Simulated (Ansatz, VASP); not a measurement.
## One calculation of Ba2Mg, two programs

```
Ba Mg
1.0
     6.37503    0.00000    0.00000
    -3.18751    5.52093    0.00000
     0.00000    0.00000    3.81237
Ba Mg
2 1
Direct
  0.33333 0.66667 0.50000
  0.66667 0.33333 0.50000
  0.00000 0.00000 0.00000
```

Alike in both runs: functional PBE; k mesh 6 × 6 × 4; occupations gaussian, width 0.1 eV; no spin polarisation.

Ansatz relaxed the structure, and its values are those at the end. VASP's run is a single point on that final structure, the one shown.

|  | VASP | Ansatz |
| --- | --- | --- |
| version | VASP 6.6.1 | Ansatz 0.2.0 |
| potentials or method | VASP PAW PBE potentials, release 64 (Ba_sv, Mg), cutoff 520 eV | scalar-relativistic, plane waves, PAW |
| valence electrons in the cell | 22 | 30 |

VASP gave:

| Quantity | Value |
| --- | --- |
| gap on the k mesh at the Fermi level (eV) | none |
| pressure (GPa) | 0.1 |

Which values does Ansatz return?

gap on the k mesh at the Fermi level (eV): none; pressure (GPa): -0.1.

A gap of «none» marks a metal or a gap that the smearing closes. VASP's potentials hold 22 valence electrons a cell and Ansatz's 30, so a difference there can come from the potentials and not from the codes.

The k mesh is coarse, so the values compare programs but aren't converged. Spin-orbit coupling is off throughout.
